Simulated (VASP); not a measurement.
WS2: single point with PBEsol

The system is WS2.

```
W S
1.0
     3.14632    0.00000    0.00000
    -1.57316    2.72479    0.00000
     0.00000    0.00000   12.70777
W S
2 4
Cartesian
  0.0000 1.8165 3.1769
  1.5732 0.9083 9.5308
  0.0000 1.8165 7.9632
  1.5732 0.9083 1.6093
  0.0000 1.8165 11.0984
  1.5732 0.9083 4.7445
```

```yaml
Program: VASP 6.6.1
Task: single point
Functional: PBEsol
Potentials_or_basis: VASP PAW PBE potentials, release 64 (W_sv, S)
Cutoff: 520 eV
k_mesh: 12 × 12 × 2
Occupations: gaussian, width 0.02 eV
Spin: no spin polarisation
```

| Property | Result |
| --- | --- |
| Pressure | 0.1 GPa |
| Largest force | 0.019 eV/Å |
| Band gap on the k mesh | 1.12 eV (least direct gap 1.87 eV) |

Forces on the atoms (eV/Å):
```
W    0.000  0.000  0.000
W    0.000  0.000  0.000
S    0.000  0.000 -0.019
S    0.000  0.000 -0.019
S    0.000  0.000  0.019
S    0.000  0.000  0.019
```

Levels at points of the mesh, in eV from the valence-band top:
| k point | band 23 | band 24 | band 25 | band 26 | band 27 | band 28 | band 29 | band 30 |
| --- | --- | --- | --- | --- | --- | --- | --- | --- |
| (0.00, 0.00, 0.00) | -2.07 | -1.65 | -1.11 | 0.00 | 2.47 | 2.47 | 2.47 | 2.47 |
| (0.50, 0.00, 0.00) | -1.78 | -1.64 | -1.57 | -1.44 | 2.48 | 2.51 | 2.76 | 3.03 |
| (0.00, 0.00, 0.50) | -2.08 | -2.08 | -0.33 | -0.33 | 2.46 | 2.46 | 2.46 | 2.46 |
| (0.50, 0.00, 0.50) | -1.71 | -1.71 | -1.50 | -1.50 | 2.49 | 2.49 | 2.91 | 2.91 |

Run time: 62 s on 1 thread of Intel(R) Xeon(R) 6975P-C (Granite Rapids) (shared host), peak memory 0.28 GiB.

Caveat: the PAW data sets were made with another functional, which shifts forces and pressure a little; spin-orbit coupling is left out, which moves the levels of the heavy elements; this functional lacks dispersion, which binds the layers, so the pressure and a relaxed spacing across them are unreliable. A k mesh can miss the band edges.
